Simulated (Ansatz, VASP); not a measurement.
# One calculation of Sr, two programs

```
Sr
1.0
     0.00000    3.16961    3.16961
     3.16961    0.00000    3.16961
     3.16961    3.16961    0.00000
Sr
1
Direct
  0.00000 0.00000 0.00000
```

Alike in both runs: task single point; functional r2SCAN; k mesh 15 × 15 × 15; occupations fermi-dirac, width 0.1 eV; no spin polarisation.

|  | VASP | Ansatz |
| --- | --- | --- |
| version | VASP 6.6.1 | Ansatz 0.2.0 |
| potentials or method | VASP PAW PBE potentials, release 64 (Sr_sv), cutoff 520 eV | plane waves (500 eV) with PAW, scalar-relativistic |
| valence electrons in the cell | 10 | 10 |

```tsv
	VASP	Ansatz	Ansatz less VASP
pressure (GPa)	-1.1	-1.1	-0.01
```

VASP's potentials were made for PBE, not for r2SCAN. With one functional, cell and mesh, what is left measures potentials, basis and numerics.
